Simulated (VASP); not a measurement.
Write the native input for VASP 6.6.1 that does the following.

```
Task                   : single point
Functional             : r2SCAN
Potentials or basis    : VASP PAW PBE potentials, release 64 (Na_pv, F)
Cutoff                 : 520 eV
k mesh                 : 8 × 8 × 8
Occupations            : gaussian, width 0.01 eV
Spin                   : no spin polarisation
Dipole correction      : no
Further INCAR settings : ALGO = Normal; EDIFF = 1e-07; NBANDS = 14
```

NaF:

```
Na F
1.0
     2.79349    0.00000    0.00000
     0.00000    2.79349    0.00000
     0.00000    0.00000    2.79349
Na F
1 1
Direct
  0.00000 0.00000 0.00000
  0.50000 0.50000 0.50000
```

These files were run (other wordings do the same):

POSCAR

```
NaF
1.0
    2.7934851974      0.0000000000      0.0000000000
    0.0000000000      2.7934851974      0.0000000000
    0.0000000000      0.0000000000      2.7934851974
Na F
1 1
Direct
    0.0000000000      0.0000000000      0.0000000000
    0.5000000000      0.5000000000      0.5000000000
```

INCAR.step1

```
SYSTEM = NaF
PREC     = Accurate       ! precision mode
ENCUT    = 520            ! plane-wave cutoff, eV
ISMEAR   = 0              ! smearing method
SIGMA    = 0.01           ! smearing width, eV
LREAL    = .False.        ! projectors in reciprocal space
LASPH    = .True.         ! aspherical terms in the spheres
NELM     = 60             ! most SCF steps
NBANDS   = 14             ! bands
GGA      = PE             ! functional
ALGO     = Normal         ! electronic algorithm
EDIFF    = 1E-4           ! SCF threshold, eV
LWAVE    = .True.         ! write WAVECAR
LCHARG   = .False.        ! write CHGCAR
```

INCAR.step2

```
SYSTEM = NaF
PREC     = Accurate       ! precision mode
ENCUT    = 520            ! plane-wave cutoff, eV
EDIFF    = 1E-7           ! SCF threshold, eV
ISMEAR   = 0              ! smearing method
SIGMA    = 0.01           ! smearing width, eV
LREAL    = .False.        ! projectors in reciprocal space
LASPH    = .True.         ! aspherical terms in the spheres
NELM     = 60             ! most SCF steps
ALGO     = Normal         ! electronic algorithm
ISIF     = 2              ! what is computed and relaxed
LWAVE    = .False.        ! write WAVECAR
LCHARG   = .False.        ! write CHGCAR
METAGGA  = R2SCAN         ! meta-GGA
LMIXTAU  = .True.       
NBANDS   = 14             ! bands
ISTART   = 1
```

KPOINTS

```
regular mesh
0
Gamma
  8 8 8
  0 0 0
```

Potentials or basis: VASP PAW PBE potentials, release 64 (Na_pv, F).

Run with:

```bash
$ cat potpaw_PBE.64/Na_pv/POTCAR potpaw_PBE.64/F/POTCAR > POTCAR
$ cp INCAR.step1 INCAR
$ mpirun -np 1 vasp_std > vasp.out
$ cp INCAR.step2 INCAR
$ mpirun -np 1 vasp_std > vasp.out
```

It gave:

```json
{"Pressure": "-0.9 GPa", "Band gap on the k mesh": "7.11 eV, indirect (least direct gap 7.45 eV)"}
```

Caveat: the PAW data sets were made with another functional, which shifts forces and pressure a little.

It took 21 s on 1 thread of Intel(R) Xeon(R) Platinum 8488C (Sapphire Rapids) (shared host), peak memory 0.14 GiB.
